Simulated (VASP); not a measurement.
# Sn (I4_1/amd) in VASP: single point with LDA

Aim: the single point of Sn with LDA.

Everything below comes from runs of VASP 6.6.1. Logs are shortened: lines on timing, memory, paths and dates and some standing lists are left out, and cuts for length are marked.

### Step 1. The cell of the first run

The structure is tetragonal, space group I4_1/amd (No. 141). Conventional cell: a = 5.789 Å, b = 5.789 Å, c = 3.123 Å, α = 90.00°, β = 90.00°, γ = 90.00°. Sn (site symmetry -4m2) has 10 Sn at 3.00 to 3.72 Å within 3.9 Å.

### Step 2. Single point, LDA

INCAR reads:

```
PREC = Accurate ; ENCUT = 520
EDIFF = 1E-6 ; ISMEAR = 0
SIGMA = 0.1 ; LREAL = F
LASPH = T ; NELM = 80
ALGO = Fast ; ISIF = 2
LWAVE = F ; LCHARG = F
GGA = CA ; ISYM = 0
NBANDS = 21
```

KPOINTS reads:

```
Automatic mesh
0
Gamma
  8 8 13
```

POSCAR reads:

```
Sn
1.0
    4.3809057178      0.0000000000      0.0000000000
    0.5565228175      4.3454133592      0.0000000000
   -1.1130456349     -0.9795875194      2.7484238535
Sn
2
Direct
    0.0000000000      0.0000000000      0.0000000000
    0.5000000000      0.5000000000      0.2500000000
```

Potentials or basis: VASP PAW LDA potentials, release 64 (Sn_d).

Command:

```sh
$ cat potpaw_LDA.64/Sn_d/POTCAR > POTCAR
$ mpirun -np 1 vasp_std > vasp.out
```

OUTCAR:

```text
PREC = Accurate
   ENCUT = 520
   EDIFF = 1E-6
   ISMEAR = 0
   LREAL = F
   LASPH = T
   NELM = 80
   ISIF = 2
   GGA = CA
   ISYM = 0

 ion  position               nearest neighbor table
   1  0.000  0.000  0.000-   2 3.00   2 3.00   2 3.00   2 3.00   2 3.72   2 3.72   2 3.72   2 3.72

   2  0.500  0.500  0.250-   1 3.00   1 3.00   1 3.00   1 3.00   1 3.72   1 3.72   1 3.72   1 3.72

IMPORTANT INFORMATION: All symmetrisations will be switched off!
NOSYMM: (Re-)initialisation of all symmetry stuff for point group C_1.

----------------------------------------------------------------------------------------

                                     Primitive cell

  volume of cell :      52.3213

  direct lattice vectors                    reciprocal lattice vectors
     4.380905718  0.000000000  0.000000000     0.228263301 -0.029233982  0.082021638
     0.556522817  4.345413359  0.000000000     0.000000000  0.230127704  0.082021638
    -1.113045635 -0.979587519  2.748423853     0.000000000  0.000000000  0.363844899

  length of vectors
     4.380905718  4.380905718  3.122866627     0.244307817  0.244307817  0.363844899

  position of ions in fractional coordinates (direct lattice)
     0.000000000  0.000000000  0.000000000
     0.500000000  0.500000000  0.250000000

  ion indices of the primitive-cell ions
   primitive index   ion index
                 1           1
                 2           2

----------------------------------------------------------------------------------------

 KPOINTS: Automatic mesh

Automatic generation of k-mesh.
 Grid dimensions read from file:
 generate k-points for:    8    8   13

 Generating k-lattice:

  Cartesian coordinates                     Fractional coordinates (reciprocal lattice)
     0.028532913 -0.003654248  0.010252705     0.125000000  0.000000000 -0.000000000
     0.000000000  0.028765963  0.010252705     0.000000000  0.125000000  0.000000000
     0.000000000  0.000000000  0.027988069     0.000000000  0.000000000  0.076923077

  Length of vectors
     0.030538477  0.030538477  0.027988069

  Shift w.r.t. Gamma in fractional coordinates (k-lattice)
     0.000000000  0.000000000  0.000000000

 -----------------------------------------------------------------------------
|                                                                             |
|           W    W    AA    RRRRR   N    N  II  N    N   GGGG   !!!           |
|           W    W   A  A   R    R  NN   N  II  NN   N  G    G  !!!           |
|           W    W  A    A  R    R  N N  N  II  N N  N  G       !!!           |
|           W WW W  AAAAAA  RRRRR   N  N N  II  N  N N  G  GGG   !            |
|           WW  WW  A    A  R   R   N   NN  II  N   NN  G    G                |
|           W    W  A    A  R    R  N    N  II  N    N   GGGG   !!!           |
|                                                                             |
|     Your reciprocal lattice and k-lattice belong to different lattice       |
|     classes:                                                                |
|                                                                             |
|        The reciprocal lattice is body-centered tetragonal,                  |
|        whereas your k-lattice is base-centered monoclinic.                  |
|                                                                             |
|     Results are often still useful ...                                      |
|                                                                             |
 -----------------------------------------------------------------------------

 WARNING: IBZKPT: internal override: KBLOWUP is changed to .FALSE.
      ... skipping the blow-up phase ...

 Subroutine IBZKPT returns following result:
 ===========================================

 Found    418 irreducible k-points:

 Following reciprocal coordinates:
            Coordinates               Weight
  0.000000  0.000000  0.000000      1.000000
  0.125000 -0.000000 -0.000000      2.000000
  0.250000 -0.000000 -0.000000      2.000000
  0.375000  0.000000 -0.000000      2.000000
  0.500000 -0.000000 -0.000000      1.000000
  0.000000  0.125000 -0.000000      2.000000
[... 16 lines left out ...]
  0.125000  0.375000 -0.000000      2.000000
  0.250000  0.375000 -0.000000      2.000000
 [... further k-points ...]
   k-points           NKPTS =    418   k-points in BZ     NKDIM =    418   number of bands    NBANDS=     21
   number of dos      NEDOS =    301   number of ions     NIONS =      2
   total plane-waves  NPLWV =  31104
   dimension x,y,z NGX =    36 NGY =   36 NGZ =   24
   dimension x,y,z NGXF=    72 NGYF=   72 NGZF=   48
   ions per type =               2
   NGX,Y,Z   is equivalent  to a cutoff of  13.66, 13.66, 12.78 a.u.
   NGXF,Y,Z  is equivalent  to a cutoff of  27.32, 27.32, 25.55 a.u.
 SYSTEM =  unknown system
   PREC   = accura    normal or accurate (medium, high low for compatibility)
   ISTART =      0    job   : 0-new  1-cont  2-samecut
   ICHARG =      2    charge: 1-file 2-atom 10-const
   ISPIN  =      1    spin polarized calculation?
   LNONCOLLINEAR =      F non collinear calculations
   LSORBIT =      F    spin-orbit coupling
   LASPH  =      T    aspherical Exc in radial PAW
   ENCUT  =  520.0 eV  38.22 Ry    6.18 a.u.   8.15  8.15  5.81*2*pi/ulx,y,z
   NELM   =     80;   NELMIN=  2; NELMDL= -5     # of ELM steps
   EDIFF  = 0.1E-05   stopping-criterion for ELM
   LREAL  =      F    real-space projection
   EDIFFG = 0.1E-04   stopping-criterion for IOM
   NSW    =      0    number of steps for IOM
   IBRION =     -1    ionic relax: 0-MD 1-quasi-New 2-CG
   NFREE  =      0    steps in history (QN), initial steepest desc. (CG)
   ISIF   =      2    stress and relaxation
   ISYM   =      0    0-nonsym 1-usesym 2-fastsym
   POTIM  = 0.5000    time-step for ionic-motion
   TEBEG  =    0.0;   TEEND  =   0.0 temperature during run
   PSTRESS=    0.0 pullay stress
   NELECT =      28.0000    total number of electrons
   NUPDOWN=      -1.0000    fix difference up-down
   EMIN   =  10.00;   EMAX   =-10.00  energy-range for DOS
   EFERMI =   0.00;   METHOD = LEGACY
   ISMEAR =     0;   SIGMA  =   0.10  broadening in eV -4-tet -1-fermi 0-gaus
   EFERMI_NEDOS =   21; number of points for ismear=-14 and -15
   IALGO  =     68    algorithm
   IMIX   =      4    mixing-type and parameters
     AMIX     =   0.40;   BMIX     =  1.00
     AMIX_MAG =   1.60;   BMIX_MAG =  1.00
  volume/ion in A,a.u.               =      26.16       176.54
  Fermi-wavevector in a.u.,A,eV,Ry     =   1.329131  2.511694 24.035922  1.766590
  Thomas-Fermi vector in A             =   2.458317
   LORBIT       =      0    0 simple, 1 ext, 2 COOP (PROOUT), +10 PAW based schemes
   GGA     = CA    functional components
   LHFCALC =     F    Hartree Fock is set to
   AEXX    =    0.0000 exact exchange contribution
   IVDW    =     0    specifies the selected vdW correction
   LEPSILON=     F    determine dielectric tensor
   LRPA    =     F    only Hartree local field effects (RPA)
 non-spin polarized calculation
 RMM-DIIS sequential band-by-band and
 Gauss-broadening in eV      SIGMA  =   0.10
  energy-cutoff  :      520.00
  volume of cell :       52.32
 maximum number of plane-waves:      1422
 NGX is ok and might be reduce to    36
   NGX = 17   NGY = 17   NGZ = 11

 number of electron      28.0000011 magnetization

 Free energy of the ion-electron system (eV)
  ---------------------------------------------------
  ext. energy  EPLUGINS =         0.00000000
  ---------------------------------------------------
  free energy    TOTEN  =        -8.97848665 eV

  energy without entropy =       -8.97381702  energy(sigma->0) =       -8.97615183

 E-fermi :   8.1473     XC(G=0): -10.7201

 val. band max:        8.1207040569   @ k =  -0.2500   0.5000   0.2308
 cond. band min:       8.1480009179   @ k =  -0.1250   0.1250   0.0000
 fundamental gap:      0.0272968610
 Fermi energy:         8.1473108338

 k-point     1 :       0.0000    0.0000    0.0000
  band No.  band energies     occupation
      1     -13.4454      2.00000
      2     -13.3597      2.00000
      3     -13.3064      2.00000
      4     -13.3009      2.00000
      5     -13.1167      2.00000
      6     -13.1160      2.00000
[... 13 lines left out ...]
     20      18.1873      0.00000
     21      18.9036      0.00000

 k-point     2 :       0.1250   -0.0000   -0.0000
  band No.  band energies     occupation
      1     -13.4309      2.00000
      2     -13.3618      2.00000
      3     -13.3089      2.00000
      4     -13.2942      2.00000
      5     -13.1234      2.00000
      6     -13.1095      2.00000
[... 13 lines left out ...]
     20      18.8489      0.00000
     21      19.0827      0.00000

 k-point     3 :       0.2500   -0.0000   -0.0000
  band No.  band energies     occupation
      1     -13.3893      2.00000
      2     -13.3657      2.00000
      3     -13.3275      2.00000
      4     -13.2600      2.00000
      5     -13.1467      2.00000
      6     -13.0968      2.00000
[... 13 lines left out ...]
     20      18.5140      0.00000
     21      18.6519      0.00000

 k-point     4 :       0.3750    0.0000   -0.0000
  band No.  band energies     occupation
      1     -13.3666      2.00000
      2     -13.3468      2.00000
      3     -13.3271      2.00000
      4     -13.2107      2.00000
      5     -13.1912      2.00000
      6     -13.1104      2.00000
[... 13 lines left out ...]
     20      18.2720      0.00000
     21      18.3664      0.00000

 k-point     5 :       0.5000   -0.0000   -0.0000
  band No.  band energies     occupation
      1     -13.3607      2.00000
      2     -13.3606      2.00000
      3     -13.2557      2.00000
      4     -13.2557      2.00000
      5     -13.1563      2.00000
      6     -13.1562      2.00000
[... 13 lines left out ...]
     20      18.1507      0.00000
     21      19.1442      0.00000
[... 382 lines left out ...]
     20      18.9089      0.00000
     21      19.0327      0.00000

 k-point    22 :       0.0000    0.3750    0.0000
  band No.  band energies     occupation
      1     -13.3666      2.00000
      2     -13.3468      2.00000
      3     -13.3271      2.00000
      4     -13.2107      2.00000
      5     -13.1912      2.00000
      6     -13.1104      2.00000
[... 13 lines left out ...]
     20      18.2720      0.00000
     21      18.3664      0.00000

 k-point    23 :       0.1250    0.3750   -0.0000
  band No.  band energies     occupation
      1     -13.3706      2.00000
      2     -13.3503      2.00000
      3     -13.3120      2.00000
      4     -13.2049      2.00000
      5     -13.1820      2.00000
      6     -13.1127      2.00000
[... 13 lines left out ...]
     20      18.6855      0.00000
     21      18.7667      0.00000

 k-point    24 :       0.2500    0.3750   -0.0000
  band No.  band energies     occupation
      1     -13.3741      2.00000
      2     -13.3581      2.00000
      3     -13.2771      2.00000
      4     -13.1880      2.00000
      5     -13.1602      2.00000
      6     -13.1177      2.00000
[... 13 lines left out ...]
     20      19.6993      0.00000
     21      19.7627      0.00000

 [... further k-points ...]
[... 5 lines left out ...]
  --------------------------------------------------------------------------------------
  -------------------------------------------------------------------------------------
  Total       -0.0019701     -0.0512298      0.0878444      0.1923355     -0.0295677     -0.0336077
  in kB       -0.0603277     -1.5687514      2.6899598      5.8896762     -0.9054191     -1.0291307
  external PRESSURE =       0.3536269 kB  Pullay stress =       0.0000000 kB

 VOLUME and BASIS-vectors are now :
 -----------------------------------------------------------------------------
  energy-cutoff  :      520.00
  volume of cell :       52.32
      direct lattice vectors                 reciprocal lattice vectors
     4.380905718  0.000000000  0.000000000     0.228263301 -0.029233982  0.082021638
     0.556522817  4.345413359  0.000000000     0.000000000  0.230127704  0.082021638
    -1.113045635 -0.979587519  2.748423853     0.000000000  0.000000000  0.363844899

 POSITION                                       TOTAL-FORCE (eV/Angst)
 -----------------------------------------------------------------------------------
      0.00000      0.00000      0.00000        -0.007014     -0.006179      0.016017
      2.19045      1.92781      0.68711         0.007014      0.006179     -0.016017
 -----------------------------------------------------------------------------------
    total drift:                                0.000020     -0.000007     -0.000008

  FREE ENERGIE OF THE ION-ELECTRON SYSTEM (eV)
  ---------------------------------------------------
  free  energy   TOTEN  =        -8.9784866452 eV

  energy  without entropy=       -8.9738170215  energy(sigma->0) =       -8.97615183
```

Run time: 2.2 min. Hardware: 1 thread of Intel Xeon 6975P-C (Granite Rapids), shared host; peak memory 0.43 GiB.

Results:

| Property | Result |
| --- | --- |
| Free energy | -8.9785 eV |
| Pressure | 0.0 GPa |
| Largest force | 0.019 eV/Å |
| Band gap on the k mesh | zero (bands 14 and 15 overlap by 4.01 eV) |

Forces on the atoms (eV/Å):
```
Sn  -0.007 -0.006  0.016
Sn   0.007  0.006 -0.016
```

Levels at points of the mesh, in eV from the Fermi level:
| k point | band 11 | band 12 | band 13 | band 14 | band 15 | band 16 | band 17 | band 18 |
| --- | --- | --- | --- | --- | --- | --- | --- | --- |
| (0.00, 0.00, 0.00) | -11.41 | -3.71 | -2.09 | -2.09 | 3.00 | 6.27 | 6.27 | 7.19 |
| (0.50, 0.00, 0.00) | -9.12 | -9.12 | 0.56 | 0.56 | 1.57 | 1.57 | 6.29 | 6.30 |
| (0.00, 0.50, 0.00) | -9.12 | -9.12 | 0.56 | 0.56 | 1.57 | 1.57 | 6.29 | 6.30 |
| (0.50, 0.50, 0.00) | -7.72 | -7.72 | -4.98 | -4.98 | 5.34 | 5.35 | 9.51 | 9.51 |

Caveat: spin-orbit coupling is left out, which moves the levels of the heavy elements.

The gap in the log of VASP goes by the Fermi energy; the results here count the filled bands.